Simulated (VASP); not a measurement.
# Sb2Pt (P-3m1) in VASP: further runs

The runs below take Sb2Pt through single point, with PBE, PBEsol, LDA.

All numbers are computed with VASP 6.6.1; they aren't measurements. Logs are shortened: lines on timing, memory, paths and dates and some standing lists are left out, and cuts for length are marked.

## Step 1: The cell of the first run

Symmetry: P-3m1, No. 164, trigonal system. Conventional cell: a = 4.030 Å, b = 4.030 Å, c = 5.198 Å, α = 90.00°, β = 90.00°, γ = 120.00°. Pt (site symmetry -3m) has 6 Sb at 2.70 Å within 3.6 Å. Within 3.6 Å of Sb (site symmetry 3m) lie 3 Pt at 2.70 Å and 6 Sb at 3.39 to 3.59 Å.

## Step 2: Single point, PBE (24.37 Å³/atom)

Input file INCAR:

```
SYSTEM = Sb2Pt
  PREC = Accurate
  ENCUT = 520
  EDIFF = 1E-7
  ISMEAR = 0
  SIGMA = 0.05
  LREAL = .FALSE.
  LASPH = .TRUE.
  NELM = 100
  ALGO = Normal
  ISIF = 2
  LWAVE = .FALSE.
  LCHARG = .FALSE.
  GGA = PE
  NBANDS = 17
```

Input file KPOINTS:

```
regular mesh
0
G
  10 10 6
  0 0 0
```

Input file POSCAR:

```
Sb2Pt
1.0
    4.0301213413      0.0000000000      0.0000000000
   -2.0150606706      3.4901874619      0.0000000000
    0.0000000000      0.0000000000      5.1975748680
Pt Sb
1 2
Direct
    0.0000000000      0.0000000000      0.0000000000
    0.3333333333      0.6666666667      0.2634868813
    0.6666666667      0.3333333333      0.7365131187
```

Potentials or basis: VASP PAW PBE potentials, release 64 (Pt, Sb).

The run is started by

```sh
$ cat potpaw_PBE.64/Pt/POTCAR potpaw_PBE.64/Sb/POTCAR > POTCAR
$ mpirun -np 1 vasp_std > vasp.out
```

OUTCAR:

```text
SYSTEM = Sb2Pt
   PREC = Accurate
   ENCUT = 520
   EDIFF = 1E-7
   ISMEAR = 0
   LREAL = .FALSE.
   LASPH = .TRUE.
   NELM = 100
   ISIF = 2
   GGA = PE

 ion  position               nearest neighbor table
   1  0.000  0.000  0.000-   2 2.70   3 2.70   2 2.70   3 2.70   3 2.70   2 2.70
   2  0.333  0.667  0.263-   1 2.70   1 2.70   1 2.70   3 3.39   3 3.39   3 3.39   3 3.59   3 3.59
                             3 3.59
   3  0.667  0.333  0.737-   1 2.70   1 2.70   1 2.70   2 3.39   2 3.39   2 3.39   2 3.59   2 3.59
                             2 3.59

  LATTYP: Found a hexagonal cell.
 ALAT       =     4.0301213413
 C/A-ratio  =     1.2896819792

  Lattice vectors:

 A1 = (   4.0301213413,   0.0000000000,   0.0000000000)
 A2 = (  -2.0150606706,   3.4901874619,   0.0000000000)
 A3 = (   0.0000000000,   0.0000000000,   5.1975748680)

Analysis of symmetry for initial positions (statically):
=====================================================================
 Subroutine PRICEL returns:
 Original cell was already a primitive cell.

 Routine SETGRP: Setting up the symmetry group for a
 hexagonal supercell.

 Subroutine GETGRP returns: Found 12 space group operations
 (whereof 12 operations were pure point group operations)
 out of a pool of 24 trial point group operations.

The static configuration has the point symmetry D_3d.

Analysis of symmetry for dynamics (positions and initial velocities):
=====================================================================
 Subroutine PRICEL returns:
 Original cell was already a primitive cell.

 Routine SETGRP: Setting up the symmetry group for a
 hexagonal supercell.

 Subroutine GETGRP returns: Found 12 space group operations
 (whereof 12 operations were pure point group operations)
 out of a pool of 24 trial point group operations.

The dynamic configuration has the point symmetry D_3d.

 Subroutine INISYM returns: Found 12 space group operations
 (whereof 12 operations are pure point group operations),
 and found     1 'primitive' translations

----------------------------------------------------------------------------------------

                                     Primitive cell

  volume of cell :      73.1085

  direct lattice vectors                    reciprocal lattice vectors
     4.030121341  0.000000000  0.000000000     0.248131487  0.143258781  0.000000000
    -2.015060671  3.490187462  0.000000000     0.000000000  0.286517561  0.000000000
     0.000000000  0.000000000  5.197574868     0.000000000  0.000000000  0.192397421

  length of vectors
     4.030121341  4.030121341  5.197574868     0.286517561  0.286517561  0.192397421

  position of ions in fractional coordinates (direct lattice)
     0.000000000  0.000000000  0.000000000
     0.333333333  0.666666667  0.263486881
     0.666666667  0.333333333  0.736513119

  ion indices of the primitive-cell ions
   primitive index   ion index
                 1           1
                 2           2
                 3           3

----------------------------------------------------------------------------------------

 KPOINTS: regular mesh

Automatic generation of k-mesh.
 Grid dimensions read from file:
 generate k-points for:   10   10    6

 Generating k-lattice:

  Cartesian coordinates                     Fractional coordinates (reciprocal lattice)
     0.024813149  0.014325878  0.000000000     0.100000000 -0.000000000  0.000000000
     0.000000000  0.028651756  0.000000000     0.000000000  0.100000000  0.000000000
     0.000000000  0.000000000  0.032066237     0.000000000  0.000000000  0.166666667

  Length of vectors
     0.028651756  0.028651756  0.032066237

  Shift w.r.t. Gamma in fractional coordinates (k-lattice)
     0.000000000  0.000000000  0.000000000

 Subroutine IBZKPT returns following result:
 ===========================================

 Found     72 irreducible k-points:

 Following reciprocal coordinates:
            Coordinates               Weight
  0.000000  0.000000  0.000000      1.000000
  0.100000 -0.000000  0.000000      6.000000
  0.200000 -0.000000  0.000000      6.000000
  0.300000 -0.000000  0.000000      6.000000
  0.400000 -0.000000  0.000000      6.000000
  0.500000 -0.000000  0.000000      3.000000
[... 16 lines left out ...]
  0.000000  0.400000  0.166667      6.000000
  0.500000 -0.000000  0.166667      6.000000
 [... further k-points ...]
   k-points           NKPTS =     72   k-points in BZ     NKDIM =     72   number of bands    NBANDS=     17
   number of dos      NEDOS =    301   number of ions     NIONS =      3
   total plane-waves  NPLWV =  36000
   dimension x,y,z NGX =    30 NGY =   30 NGZ =   40
   dimension x,y,z NGXF=    60 NGYF=   60 NGZF=   80
   ions per type =               1   2
   NGX,Y,Z   is equivalent  to a cutoff of  12.38, 12.38, 12.79 a.u.
   NGXF,Y,Z  is equivalent  to a cutoff of  24.75, 24.75, 25.59 a.u.
 SYSTEM =  Sb2Pt
   PREC   = accura    normal or accurate (medium, high low for compatibility)
   ISTART =      0    job   : 0-new  1-cont  2-samecut
   ICHARG =      2    charge: 1-file 2-atom 10-const
   ISPIN  =      1    spin polarized calculation?
   LNONCOLLINEAR =      F non collinear calculations
   LSORBIT =      F    spin-orbit coupling
   LASPH  =      T    aspherical Exc in radial PAW
   ENCUT  =  520.0 eV  38.22 Ry    6.18 a.u.   7.49  7.49  9.66*2*pi/ulx,y,z
   NELM   =    100;   NELMIN=  2; NELMDL= -5     # of ELM steps
   EDIFF  = 0.1E-06   stopping-criterion for ELM
   LREAL  =      F    real-space projection
   EDIFFG = 0.1E-05   stopping-criterion for IOM
   NSW    =      0    number of steps for IOM
   IBRION =     -1    ionic relax: 0-MD 1-quasi-New 2-CG
   NFREE  =      0    steps in history (QN), initial steepest desc. (CG)
   ISIF   =      2    stress and relaxation
   ISYM   =      2    0-nonsym 1-usesym 2-fastsym
   POTIM  = 0.5000    time-step for ionic-motion
   TEBEG  =    0.0;   TEEND  =   0.0 temperature during run
   PSTRESS=    0.0 pullay stress
   NELECT =      20.0000    total number of electrons
   NUPDOWN=      -1.0000    fix difference up-down
   EMIN   =  10.00;   EMAX   =-10.00  energy-range for DOS
   EFERMI =   0.00;   METHOD = LEGACY
   ISMEAR =     0;   SIGMA  =   0.05  broadening in eV -4-tet -1-fermi 0-gaus
   EFERMI_NEDOS =   21; number of points for ismear=-14 and -15
   IALGO  =     38    algorithm
   IMIX   =      4    mixing-type and parameters
     AMIX     =   0.40;   BMIX     =  1.00
     AMIX_MAG =   1.60;   BMIX_MAG =  1.00
  volume/ion in A,a.u.               =      24.37       164.45
  Fermi-wavevector in a.u.,A,eV,Ry     =   1.062745  2.008296 15.366778  1.129426
  Thomas-Fermi vector in A             =   2.198206
   LORBIT       =      0    0 simple, 1 ext, 2 COOP (PROOUT), +10 PAW based schemes
   GGA     = PE    functional components
   LHFCALC =     F    Hartree Fock is set to
   AEXX    =    0.0000 exact exchange contribution
   IVDW    =     0    specifies the selected vdW correction
   LEPSILON=     F    determine dielectric tensor
   LRPA    =     F    only Hartree local field effects (RPA)
 non-spin polarized calculation
 Gauss-broadening in eV      SIGMA  =   0.05
  energy-cutoff  :      520.00
  volume of cell :       73.11
 maximum number of plane-waves:      2000
 NGX is ok and might be reduce to    30
   NGX = 15   NGY = 15   NGZ = 19

 number of electron      19.9999996 magnetization

 Free energy of the ion-electron system (eV)
  ---------------------------------------------------
  ext. energy  EPLUGINS =         0.00000000
  ---------------------------------------------------
  free energy    TOTEN  =       -15.37496915 eV

  energy without entropy =      -15.37259156  energy(sigma->0) =      -15.37378035

 E-fermi :   8.0454     XC(G=0): -10.5138

 val. band max:        8.0443640472   @ k =   0.4000   0.2000   0.0000
 cond. band min:       8.0470423713   @ k =   0.1000   0.1000   0.3333
 fundamental gap:      0.0026783241
 Fermi energy:         8.0453726705

 k-point     1 :       0.0000    0.0000    0.0000
  band No.  band energies     occupation
      1      -4.0318      2.00000
      2       0.2960      2.00000
      3       2.3807      2.00000
      4       3.3526      2.00000
      5       3.3526      2.00000
      6       4.9052      2.00000
[... 9 lines left out ...]
     16      15.0817      0.00000
     17      15.0817      0.00000

 k-point     2 :       0.1000   -0.0000    0.0000
  band No.  band energies     occupation
      1      -3.9083      2.00000
      2       0.1925      2.00000
      3       2.5085      2.00000
      4       3.4122      2.00000
      5       3.4749      2.00000
      6       4.8616      2.00000
[... 9 lines left out ...]
     16      15.2768      0.00000
     17      15.2838      0.00000

 k-point     3 :       0.2000   -0.0000    0.0000
  band No.  band energies     occupation
      1      -3.5460      2.00000
      2      -0.0693      2.00000
      3       2.8733      2.00000
      4       3.5729      2.00000
      5       3.7366      2.00000
      6       4.7249      2.00000
[... 9 lines left out ...]
     16      15.5838      0.00000
     17      15.8395      0.00000

 k-point     4 :       0.3000   -0.0000    0.0000
  band No.  band energies     occupation
      1      -2.9740      2.00000
      2      -0.4211      2.00000
      3       3.3642      2.00000
      4       3.6772      2.00000
      5       3.7677      2.00000
      6       4.5563      2.00000
[... 9 lines left out ...]
     16      15.2734      0.00000
     17      15.4806      0.00000
[... 343 lines left out ...]
      1      -2.0810      2.00000
      2      -1.0953      2.00000
      3       2.9432      2.00000
      4       3.8793      2.00000
      5       4.1321      2.00000
      6       4.5862      2.00000
[... 9 lines left out ...]
     16      15.7878      0.00000
     17      16.3972      0.00000

 k-point    23 :       0.0000    0.4000    0.1667
  band No.  band energies     occupation
      1      -2.2317      2.00000
      2      -0.7224      2.00000
      3       2.4605      2.00000
      4       3.5439      2.00000
      5       3.7814      2.00000
      6       5.0054      2.00000
[... 9 lines left out ...]
     16      15.9649      0.00000
     17      16.6653      0.00000

 k-point    24 :       0.5000   -0.0000    0.1667
  band No.  band energies     occupation
      1      -1.6508      2.00000
      2      -1.2384      2.00000
      3       2.3975      2.00000
      4       3.8428      2.00000
      5       3.8905      2.00000
      6       5.1782      2.00000
[... 9 lines left out ...]
     16      15.8419      0.00000
     17      16.4562      0.00000

 [... further k-points ...]

------------------------ aborting loop because EDIFF is reached ----------------------------------------

  FORCE on cell =-STRESS in cart. coord.  units (eV):
  Direction    XX          YY          ZZ          XY          YZ          ZX
  --------------------------------------------------------------------------------------
  -------------------------------------------------------------------------------------
  Total        0.2974172      0.2974172      0.3554850      0.0000000      0.0000000     -0.0000000
  in kB        6.5179200      6.5179200      7.7904812      0.0000000      0.0000000     -0.0000000
  external PRESSURE =       6.9421070 kB  Pullay stress =       0.0000000 kB

 VOLUME and BASIS-vectors are now :
 -----------------------------------------------------------------------------
  energy-cutoff  :      520.00
  volume of cell :       73.11
      direct lattice vectors                 reciprocal lattice vectors
     4.030121341  0.000000000  0.000000000     0.248131487  0.143258781  0.000000000
    -2.015060671  3.490187462  0.000000000     0.000000000  0.286517561  0.000000000
     0.000000000  0.000000000  5.197574868     0.000000000  0.000000000  0.192397421

 POSITION                                       TOTAL-FORCE (eV/Angst)
 -----------------------------------------------------------------------------------
      0.00000      0.00000      0.00000         0.000000      0.000000      0.000000
     -0.00000      2.32679      1.36949         0.000000      0.000000     -0.024986
      2.01506      1.16340      3.82808        -0.000000     -0.000000      0.024986
 -----------------------------------------------------------------------------------
    total drift:                               -0.000000     -0.000000      0.000000

  FREE ENERGIE OF THE ION-ELECTRON SYSTEM (eV)
  ---------------------------------------------------
  free  energy   TOTEN  =       -15.3749691501 eV

  energy  without entropy=      -15.3725915576  energy(sigma->0) =      -15.37378035
```

Wall time 2.1 min (1 thread of Intel Xeon 8259CL, shared host); peak memory 0.24 GiB.

Results:

- Free energy: -15.3750 eV
- Pressure: 0.7 GPa
- Largest force: 0.025 eV/Å
- Band gap on the k mesh: zero (bands 10 and 11 overlap by 3.24 eV)

Forces on the atoms (eV/Å):
```
Pt   0.000  0.000  0.000
Sb   0.000  0.000 -0.025
Sb   0.000  0.000  0.025
```

Caveat: spin-orbit coupling is left out, which moves the levels of the heavy elements.

(Part 1 of 2 ends here.)
